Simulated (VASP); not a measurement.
# BiTe (Fm-3m) in VASP: further runs, part 2 of 2

VASP 6.6.1.

### 3 Single point, HF

File POSCAR:

```
BiTe
1.0
    0.0000000000      3.2350000000      3.2350000000
    3.2350000000      0.0000000000      3.2350000000
    3.2350000000      3.2350000000      0.0000000000
Bi Te
1 1
Direct
    0.0000000000      0.0000000000      0.0000000000
    0.5000000000      0.5000000000      0.5000000000
```

File INCAR.step1:

```
PREC     = Accurate       # precision mode
ENCUT    = 520            # plane-wave cutoff, eV
EDIFF    = 1E-5           # SCF threshold, eV
ISMEAR   = -1             # smearing method
SIGMA    = 0.05           # smearing width, eV
LREAL    = F              # projectors in reciprocal space
LASPH    = T              # aspherical terms in the spheres
NELM     = 100            # most SCF steps
ALGO     = Normal         # electronic algorithm
ISIF     = 2              # what is computed and relaxed
LWAVE    = T              # write WAVECAR
GGA      = PE             # functional
NBANDS   = 18             # bands
```

File INCAR.step2:

```
PREC     = Accurate       # precision mode
ENCUT    = 520            # plane-wave cutoff, eV
EDIFF    = 1E-6           # SCF threshold, eV
ISMEAR   = -1             # smearing method
SIGMA    = 0.05           # smearing width, eV
LREAL    = F              # projectors in reciprocal space
LASPH    = T              # aspherical terms in the spheres
NELM     = 100            # most SCF steps
ALGO     = Normal         # electronic algorithm
ISIF     = 2              # what is computed and relaxed
LWAVE    = F              # write WAVECAR
LCHARG   = T              # write CHGCAR
GGA      = PE             # functional
LHFCALC  = T              # exact exchange
AEXX     = 1.0            # exact-exchange fraction
ALDAC    = 0.0          
AGGAC    = 0.0          
PRECFOCK = Normal       
LELF     = T              # ELF
LVHAR    = T            
ISTART   = 1            
NBANDS   = 18             # bands
```

File KPOINTS:

```
Automatic mesh
0
Gamma
  4 4 4
```

Potentials or basis: VASP PAW PBE potentials, release 64 (Bi_d, Te).

Started as:

```sh
$ cat potpaw_PBE.64/Bi_d/POTCAR potpaw_PBE.64/Te/POTCAR > POTCAR
$ cp INCAR.step1 INCAR
$ mpirun -np 1 vasp_std > vasp.out
$ cp INCAR.step2 INCAR
$ mpirun -np 1 vasp_std > vasp.out
```

OUTCAR:

```text
PREC = Accurate
   ENCUT = 520
   EDIFF = 1E-6
   ISMEAR = -1
   LREAL = F
   LASPH = T
   NELM = 100
   ISIF = 2
   GGA = PE
   LHFCALC = T
   AEXX = 1.0
   PRECFOCK = Normal
   ISTART = 1

 ion  position               nearest neighbor table
   1  0.000  0.000  0.000-   2 3.23   2 3.23   2 3.23   2 3.23   2 3.23   2 3.23
   2  0.500  0.500  0.500-   1 3.23   1 3.23   1 3.23   1 3.23   1 3.23   1 3.23

  LATTYP: Found a face centered cubic cell.
 ALAT       =     6.4700000000

  Lattice vectors:

 A1 = (   0.0000000000,   3.2350000000,   3.2350000000)
 A2 = (   3.2350000000,   0.0000000000,   3.2350000000)
 A3 = (   3.2350000000,   3.2350000000,   0.0000000000)

Analysis of symmetry for initial positions (statically):
=====================================================================
 Subroutine PRICEL returns:
 Original cell was already a primitive cell.

 Routine SETGRP: Setting up the symmetry group for a
 face centered cubic supercell.

 Subroutine GETGRP returns: Found 48 space group operations
 (whereof 48 operations were pure point group operations)
 out of a pool of 48 trial point group operations.

The static configuration has the point symmetry O_h .

Analysis of symmetry for dynamics (positions and initial velocities):
=====================================================================
 Subroutine PRICEL returns:
 Original cell was already a primitive cell.

 Routine SETGRP: Setting up the symmetry group for a
 face centered cubic supercell.

 Subroutine GETGRP returns: Found 48 space group operations
 (whereof 48 operations were pure point group operations)
 out of a pool of 48 trial point group operations.

The dynamic configuration has the point symmetry O_h .

 Subroutine INISYM returns: Found 48 space group operations
 (whereof 48 operations are pure point group operations),
 and found     1 'primitive' translations

----------------------------------------------------------------------------------------

                                     Primitive cell

  volume of cell :      67.7100

  direct lattice vectors                    reciprocal lattice vectors
     0.000000000  3.235000000  3.235000000    -0.154559505  0.154559505  0.154559505
     3.235000000  0.000000000  3.235000000     0.154559505 -0.154559505  0.154559505
     3.235000000  3.235000000  0.000000000     0.154559505  0.154559505 -0.154559505

  length of vectors
     4.574980874  4.574980874  4.574980874     0.267704916  0.267704916  0.267704916

  position of ions in fractional coordinates (direct lattice)
     0.000000000  0.000000000  0.000000000
     0.500000000  0.500000000  0.500000000

  ion indices of the primitive-cell ions
   primitive index   ion index
                 1           1
                 2           2

----------------------------------------------------------------------------------------

 KPOINTS: Automatic mesh

Automatic generation of k-mesh.
 Grid dimensions read from file:
 generate k-points for:    4    4    4

 Generating k-lattice:

  Cartesian coordinates                     Fractional coordinates (reciprocal lattice)
    -0.038639876  0.038639876  0.038639876     0.250000000  0.000000000  0.000000000
     0.038639876 -0.038639876  0.038639876     0.000000000  0.250000000  0.000000000
     0.038639876  0.038639876 -0.038639876     0.000000000  0.000000000  0.250000000

  Length of vectors
     0.066926229  0.066926229  0.066926229

  Shift w.r.t. Gamma in fractional coordinates (k-lattice)
     0.000000000  0.000000000  0.000000000

 Subroutine IBZKPT returns following result:
 ===========================================

 Found      8 irreducible k-points:

 Following reciprocal coordinates:
            Coordinates               Weight
  0.000000  0.000000  0.000000      1.000000
  0.250000  0.000000  0.000000      8.000000
  0.500000  0.000000  0.000000      4.000000
  0.250000  0.250000  0.000000      6.000000
  0.500000  0.250000  0.000000     24.000000
 -0.250000  0.250000  0.000000     12.000000
  0.500000  0.500000  0.000000      3.000000
 -0.250000  0.500000  0.250000      6.000000
   k-points           NKPTS =      8   k-points in BZ     NKDIM =     64   number of bands    NBANDS=     18
   number of dos      NEDOS =    301   number of ions     NIONS =      2
   total plane-waves  NPLWV =  46656
   dimension x,y,z NGX =    36 NGY =   36 NGZ =   36
   dimension x,y,z NGXF=    72 NGYF=   72 NGZF=   72
   ions per type =               1   1
   NGX,Y,Z   is equivalent  to a cutoff of  13.08, 13.08, 13.08 a.u.
   NGXF,Y,Z  is equivalent  to a cutoff of  26.16, 26.16, 26.16 a.u.
 SYSTEM =  unknown system
   PREC   = accura    normal or accurate (medium, high low for compatibility)
   ISTART =      1    job   : 0-new  1-cont  2-samecut
   ICHARG =      0    charge: 1-file 2-atom 10-const
   ISPIN  =      1    spin polarized calculation?
   LNONCOLLINEAR =      F non collinear calculations
   LSORBIT =      F    spin-orbit coupling
   LASPH  =      T    aspherical Exc in radial PAW
   ENCUT  =  520.0 eV  38.22 Ry    6.18 a.u.   8.51  8.51  8.51*2*pi/ulx,y,z
   NELM   =    100;   NELMIN=  2; NELMDL=  0     # of ELM steps
   EDIFF  = 0.1E-05   stopping-criterion for ELM
   LREAL  =      F    real-space projection
   EDIFFG = 0.1E-04   stopping-criterion for IOM
   NSW    =      0    number of steps for IOM
   IBRION =     -1    ionic relax: 0-MD 1-quasi-New 2-CG
   NFREE  =      0    steps in history (QN), initial steepest desc. (CG)
   ISIF   =      2    stress and relaxation
   ISYM   =      3    0-nonsym 1-usesym 2-fastsym
   POTIM  = 0.5000    time-step for ionic-motion
   TEBEG  =    0.0;   TEEND  =   0.0 temperature during run
   PSTRESS=    0.0 pullay stress
   NELECT =      21.0000    total number of electrons
   NUPDOWN=      -1.0000    fix difference up-down
   EMIN   =  10.00;   EMAX   =-10.00  energy-range for DOS
   EFERMI =   0.00;   METHOD = LEGACY
   ISMEAR =    -1;   SIGMA  =   0.05  broadening in eV -4-tet -1-fermi 0-gaus
   EFERMI_NEDOS =   21; number of points for ismear=-14 and -15
   IALGO  =     38    algorithm
   IMIX   =      1    mixing-type and parameters
     AMIX     =   0.40;   BMIX     =  1.00
     AMIX_MAG =   1.60;   BMIX_MAG =  1.00
  volume/ion in A,a.u.               =      33.86       228.46
  Fermi-wavevector in a.u.,A,eV,Ry     =   1.108146  2.094092 16.707785  1.227988
  Thomas-Fermi vector in A             =   2.244669
   LORBIT       =      0    0 simple, 1 ext, 2 COOP (PROOUT), +10 PAW based schemes
   GGA     = PE    functional components
   LHFCALC =     T    Hartree Fock is set to
   PRECFOCK=normal    Normal, Fast or Accurate (Low or Medium for compatibility)
   ENCUT4O =  -1.0   cutoff for four orbital integrals eV
   NKREDX  =     1    reduce k-point grid by
   NKREDY  =     1    reduce k-point grid by
   NKREDZ  =     1    reduce k-point grid by
   AEXX    =    1.0000 exact exchange contribution
   HFSCREEN=    0.0000 screening length (either q_TF or 0.3 A-1)
   HFSCREENC=   0.0000 screening length for correlation (either q_TF or 0.3 A-1)
   ENCUTFOCK=  -1.0 apply spherical cutoff to Coloumb kernel
   IVDW    =     0    specifies the selected vdW correction
   LEPSILON=     F    determine dielectric tensor
   LRPA    =     F    only Hartree local field effects (RPA)
 non-spin polarized calculation
  energy-cutoff  :      520.00
  volume of cell :       67.71
 maximum number of plane-waves:      1847
 NGX is ok and might be reduce to    36
  NGX = 28; NGY = 28; NGZ = 28

 number of electron      21.0000001 magnetization

 Free energy of the ion-electron system (eV)
  ---------------------------------------------------
  ext. energy  EPLUGINS =         0.00000000
  ---------------------------------------------------
  free energy    TOTEN  =       -16.97454355 eV

  energy without entropy =      -16.96609552  energy(sigma->0) =      -16.97031953

 E-fermi :   8.4161     XC(G=0):   0.0000

 val. band max:        6.3252195703   @ k =  -0.2500   0.2500   0.0000
 cond. band min:       8.4965990069   @ k =  -0.2500   0.2500   0.0000
 fundamental gap:      2.1713794366
 Fermi energy:         8.4161271113

 k-point     1 :       0.0000    0.0000    0.0000
  band No.  band energies     occupation
      1     -25.8838      2.00000
      2     -25.8838      2.00000
      3     -25.8469      2.00000
      4     -25.8469      2.00000
      5     -25.8469      2.00000
      6     -13.3507      2.00000
[... 145 lines left out ...]
      5     -25.8367      2.00000
      6     -10.0334      2.00000
[... 10 lines left out ...]
     17      21.5440      0.00000
     18      23.1150      0.00000

------------------------ aborting loop because EDIFF is reached ----------------------------------------

  FORCE on cell =-STRESS in cart. coord.  units (eV):
  Direction    XX          YY          ZZ          XY          YZ          ZX
  --------------------------------------------------------------------------------------
  -------------------------------------------------------------------------------------
  Total       -0.2009270     -0.2009270     -0.2009270      0.0000000      0.0000000     -0.0000000
  in kB       -4.7544034     -4.7544034     -4.7544034      0.0000000      0.0000000     -0.0000000
  external PRESSURE =      -4.7544034 kB  Pullay stress =       0.0000000 kB

 VOLUME and BASIS-vectors are now :
 -----------------------------------------------------------------------------
  energy-cutoff  :      520.00
  volume of cell :       67.71
      direct lattice vectors                 reciprocal lattice vectors
     0.000000000  3.235000000  3.235000000    -0.154559505  0.154559505  0.154559505
     3.235000000  0.000000000  3.235000000     0.154559505 -0.154559505  0.154559505
     3.235000000  3.235000000  0.000000000     0.154559505  0.154559505 -0.154559505

 POSITION                                       TOTAL-FORCE (eV/Angst)
 -----------------------------------------------------------------------------------
      0.00000      0.00000      0.00000        -0.000000      0.000000     -0.000000
      3.23500      3.23500      3.23500         0.000000     -0.000000      0.000000
 -----------------------------------------------------------------------------------
    total drift:                               -0.000001     -0.000003     -0.000003

  FREE ENERGIE OF THE ION-ELECTRON SYSTEM (eV)
  ---------------------------------------------------
  free  energy   TOTEN  =       -16.9745435454 eV

  energy  without entropy=      -16.9660955227  energy(sigma->0) =      -16.97031953
```

Wall time 58 min (1 thread of AMD EPYC, shared host); peak memory 0.19 GiB.

Results:

```yaml
Free_energy: -16.9745 eV
Pressure: -0.5 GPa
Band_gap_on_the_k_mesh: zero (an odd number of electrons rules out a gap without spin polarisation)
```

Caveat: the k points lie up to 0.42 Å⁻¹ apart, too coarse for converged energies and pressures of a metal; the PAW data sets were made with another functional, which shifts forces and pressure a little; spin-orbit coupling is left out, which moves the levels of the heavy elements.

The gap in the log of VASP goes by the Fermi energy; the results here count the filled bands.